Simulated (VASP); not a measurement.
# Al3Cu2 (P-3m1) in VASP: further runs

The runs below take Al3Cu2 through single point, with r2SCAN.

Everything below comes from runs of VASP 6.6.1. Logs are shortened: lines on timing, memory, paths and dates and some standing lists are left out, and cuts for length are marked.

## (1) The cell of the first run

The structure is trigonal, space group P-3m1 (No. 164). Conventional cell: a = 3.636 Å, b = 3.636 Å, c = 4.447 Å, α = 90.00°, β = 90.00°, γ = 120.00°. Within 2.9 Å of Al (site symmetry -3m) lie 6 Cu at 2.21 Å and 6 Al at 2.63 Å. Al (site symmetry 3m) has 5 Cu at 2.17 to 2.28 Å and 6 Al at 2.46 to 2.63 Å within 2.9 Å. Within 2.9 Å of Cu (site symmetry 3m) lie 8 Al at 2.17 to 2.28 Å and 3 Cu at 2.51 Å.

## (2) Single point, r2SCAN

Contents of POSCAR:

```
Al3Cu2
1.0
    3.6360364827      0.0000000000      0.0000000000
   -1.8180182414      3.1488999631      0.0000000000
    0.0000000000      0.0000000000      4.4466275404
Al Cu
3 2
Direct
    0.0000000000      0.0000000000      0.0000000000
    0.3333333333      0.6666666667      0.3556156907
    0.6666666667      0.3333333333      0.6443843093
    0.3333333333      0.6666666667      0.8444146551
    0.6666666667      0.3333333333      0.1555853449
```

Contents of INCAR.step1:

```
PREC = Accurate
ENCUT = 520
ISMEAR = 0
SIGMA = 0.1
LREAL = F
LASPH = T
NELM = 60
NBANDS = 24
GGA = PE
ALGO = Normal
EDIFF = 1E-4
LWAVE = T
LCHARG = F
```

Contents of INCAR.step2:

```
PREC = Accurate
ENCUT = 520
EDIFF = 1E-7
ISMEAR = 0
SIGMA = 0.1
LREAL = F
LASPH = T
NELM = 60
ALGO = Normal
ISIF = 2
LWAVE = F
LCHARG = T
METAGGA = R2SCAN
LMIXTAU = T
LELF = T
LVHAR = T
NBANDS = 24
ISTART = 1
```

Contents of KPOINTS:

```
regular mesh
0
Gamma
  12 12 8
```

Potentials or basis: VASP PAW PBE potentials, release 64 (Al, Cu).

The run is started by

```console
$ cat potpaw_PBE.64/Al/POTCAR potpaw_PBE.64/Cu/POTCAR > POTCAR
$ cp INCAR.step1 INCAR
$ mpirun -np 1 vasp_std > vasp.out
$ cp INCAR.step2 INCAR
$ mpirun -np 1 vasp_std > vasp.out
```

OUTCAR:

```text
PREC = Accurate
   ENCUT = 520
   EDIFF = 1E-7
   ISMEAR = 0
   LREAL = F
   LASPH = T
   NELM = 60
   ISIF = 2
   METAGGA = R2SCAN
   ISTART = 1

 ion  position               nearest neighbor table
   1  0.000  0.000  0.000-   4 2.21   5 2.21   5 2.21   4 2.21   5 2.21   4 2.21   2 2.63   3 2.63
                             2 2.63   3 2.63   3 2.63   2 2.63
   2  0.333  0.667  0.356-   4 2.17   4 2.27   5 2.28   5 2.28   5 2.28   3 2.46   3 2.46   3 2.46
                             1 2.63   1 2.63   1 2.63
   3  0.667  0.333  0.644-   5 2.17   5 2.27   4 2.28   4 2.28   4 2.28   2 2.46   2 2.46   2 2.46
                             1 2.63   1 2.63   1 2.63
   4  0.333  0.667  0.844-   2 2.17   1 2.21   1 2.21   1 2.21   2 2.27   3 2.28   3 2.28   3 2.28
                             5 2.51   5 2.51   5 2.51
   5  0.667  0.333  0.156-   3 2.17   1 2.21   1 2.21   1 2.21   3 2.27   2 2.28   2 2.28   2 2.28
                             4 2.51   4 2.51   4 2.51

  LATTYP: Found a hexagonal cell.
 ALAT       =     3.6360364827
 C/A-ratio  =     1.2229325975

  Lattice vectors:

 A1 = (   3.6360364827,   0.0000000000,   0.0000000000)
 A2 = (  -1.8180182414,   3.1488999631,   0.0000000000)
 A3 = (   0.0000000000,   0.0000000000,   4.4466275404)

Analysis of symmetry for initial positions (statically):
=====================================================================
 Subroutine PRICEL returns:
 Original cell was already a primitive cell.

 Routine SETGRP: Setting up the symmetry group for a
 hexagonal supercell.

 Subroutine GETGRP returns: Found 12 space group operations
 (whereof 12 operations were pure point group operations)
 out of a pool of 24 trial point group operations.

The static configuration has the point symmetry D_3d.

Analysis of symmetry for dynamics (positions and initial velocities):
=====================================================================
 Subroutine PRICEL returns:
 Original cell was already a primitive cell.

 Routine SETGRP: Setting up the symmetry group for a
 hexagonal supercell.

 Subroutine GETGRP returns: Found 12 space group operations
 (whereof 12 operations were pure point group operations)
 out of a pool of 24 trial point group operations.

The dynamic configuration has the point symmetry D_3d.

 Subroutine INISYM returns: Found 12 space group operations
 (whereof 12 operations are pure point group operations),
 and found     1 'primitive' translations
[... 100 lines left out ...]
   NELM   =     60;   NELMIN=  2; NELMDL=  0     # of ELM steps
   EDIFF  = 0.1E-06   stopping-criterion for ELM
   LREAL  =      F    real-space projection
   EDIFFG = 0.1E-05   stopping-criterion for IOM
   NSW    =      0    number of steps for IOM
   IBRION =     -1    ionic relax: 0-MD 1-quasi-New 2-CG
   NFREE  =      0    steps in history (QN), initial steepest desc. (CG)
   ISIF   =      2    stress and relaxation
   ISYM   =      2    0-nonsym 1-usesym 2-fastsym
   POTIM  = 0.5000    time-step for ionic-motion
   TEBEG  =    0.0;   TEEND  =   0.0 temperature during run
   PSTRESS=    0.0 pullay stress
   NELECT =      31.0000    total number of electrons
   NUPDOWN=      -1.0000    fix difference up-down
   EMIN   =  10.00;   EMAX   =-10.00  energy-range for DOS
   EFERMI =   0.00;   METHOD = LEGACY
   ISMEAR =     0;   SIGMA  =   0.10  broadening in eV -4-tet -1-fermi 0-gaus
   EFERMI_NEDOS =   21; number of points for ismear=-14 and -15
   IALGO  =     38    algorithm
   IMIX   =      4    mixing-type and parameters
     AMIX     =   0.40;   BMIX     =  1.00
     AMIX_MAG =   1.60;   BMIX_MAG =  1.00
  volume/ion in A,a.u.               =      10.18        68.71
  Fermi-wavevector in a.u.,A,eV,Ry     =   1.387574  2.622134 26.196130  1.925361
  Thomas-Fermi vector in A             =   2.511782
   LORBIT       =      0    0 simple, 1 ext, 2 COOP (PROOUT), +10 PAW based schemes
   METAGGA = R2SCAN    functional components
   LHFCALC =     F    Hartree Fock is set to
   AEXX    =    0.0000 exact exchange contribution
   IVDW    =     0    specifies the selected vdW correction
   LEPSILON=     F    determine dielectric tensor
   LRPA    =     F    only Hartree local field effects (RPA)
 non-spin polarized calculation
 Gauss-broadening in eV      SIGMA  =   0.10
  energy-cutoff  :      520.00
  volume of cell :       50.91
 maximum number of plane-waves:      1408
   NGX = 13   NGY = 13   NGZ = 17

 number of electron      31.0000017 magnetization

 Free energy of the ion-electron system (eV)
  ---------------------------------------------------
  ext. energy  EPLUGINS =         0.00000000
  ---------------------------------------------------
  free energy    TOTEN  =       -38.35625178 eV

  energy without entropy =      -38.35183643  energy(sigma->0) =      -38.35404410

 E-fermi :  13.0842     XC(G=0): -13.5552

 val. band max:       13.0803320279   @ k =   0.0000   0.0000   0.2500
 cond. band min:      13.0857843693   @ k =   0.0000   0.0833   0.3750
 fundamental gap:      0.0054523415
 Fermi energy:        13.0842090599

 k-point     1 :       0.0000    0.0000    0.0000
  band No.  band energies     occupation
      1      -1.7563      2.00000
      2       4.1329      2.00000
      3       5.1050      2.00000
      4       5.2911      2.00000
      5       5.2911      2.00000
      6       5.6793      2.00000
[... 637 lines left out ...]
     23      20.6603      0.00000
     24      21.1909      0.00000

 [... further k-points ...]

------------------------ aborting loop because EDIFF is reached ----------------------------------------

  FORCE on cell =-STRESS in cart. coord.  units (eV):
  Direction    XX          YY          ZZ          XY          YZ          ZX
  --------------------------------------------------------------------------------------
  -------------------------------------------------------------------------------------
  Total       28.5208819     28.5208819     28.5526040     -0.0000000     -0.0000000      0.0000000
  in kB      897.5438653    897.5438653    898.5421527     -0.0000000     -0.0000000      0.0000000
  external PRESSURE =     897.8766277 kB  Pullay stress =       0.0000000 kB

 VOLUME and BASIS-vectors are now :
 -----------------------------------------------------------------------------
  energy-cutoff  :      520.00
  volume of cell :       50.91
      direct lattice vectors                 reciprocal lattice vectors
     3.636036483  0.000000000  0.000000000     0.275024743  0.158785610  0.000000000
    -1.818018241  3.148899963  0.000000000     0.000000000  0.317571219  0.000000000
     0.000000000  0.000000000  4.446627540     0.000000000  0.000000000  0.224889535

 POSITION                                       TOTAL-FORCE (eV/Angst)
 -----------------------------------------------------------------------------------
      0.00000      0.00000      0.00000        -0.000000      0.000000     -0.000000
     -0.00000      2.09927      1.58129         0.000000     -0.000000     -0.002444
      1.81802      1.04963      2.86534         0.000000      0.000000      0.002444
     -0.00000      2.09927      3.75480        -0.000000      0.000000     -0.022641
      1.81802      1.04963      0.69183         0.000000     -0.000000      0.022641
 -----------------------------------------------------------------------------------
    total drift:                                0.000000     -0.000000     -0.000000

  FREE ENERGIE OF THE ION-ELECTRON SYSTEM (eV)
  ---------------------------------------------------
  free  energy   TOTEN  =       -38.3562517765 eV

  energy  without entropy=      -38.3518364276  energy(sigma->0) =      -38.35404410
```

OUTCAR.step1:

```text
PREC = Accurate
   ENCUT = 520
   ISMEAR = 0
   LREAL = F
[... 886 lines left out ...]
     -0.00000      2.09927      1.58129         0.000000      0.000000      0.122886
      1.81802      1.04963      2.86534         0.000000      0.000000     -0.122886
     -0.00000      2.09927      3.75480         0.000000      0.000000     -0.043837
      1.81802      1.04963      0.69183        -0.000000      0.000000      0.043837
 -----------------------------------------------------------------------------------
    total drift:                                0.000000     -0.000000      0.000000

  FREE ENERGIE OF THE ION-ELECTRON SYSTEM (eV)
  ---------------------------------------------------
  free  energy   TOTEN  =       -14.4607027244 eV

  energy  without entropy=      -14.4563929466  energy(sigma->0) =      -14.45854784
```

Wall time 4.7 min (1 thread of Intel Xeon 6975P-C (Granite Rapids), shared host); peak memory 0.27 GiB.

Results:

```yaml
Free_energy: -38.3563 eV
Pressure: 89.8 GPa
Largest_force: 0.023 eV/Å
Band_gap_on_the_k_mesh: zero (an odd number of electrons rules out a gap without spin polarisation)
```

Forces on the atoms (eV/Å):
```
Al   0.000  0.000  0.000
Al   0.000  0.000 -0.002
Al   0.000  0.000  0.002
Cu   0.000  0.000 -0.023
Cu   0.000  0.000  0.023
```

Stress tensor (GPa, compression positive):
```
89.75  0.00  0.00
 0.00 89.75  0.00
 0.00  0.00 89.85
```

Caveat: the cell stands under pressure; the PAW data sets were made with another functional, which shifts forces and pressure a little.

(Part 1 of 2 ends here.)
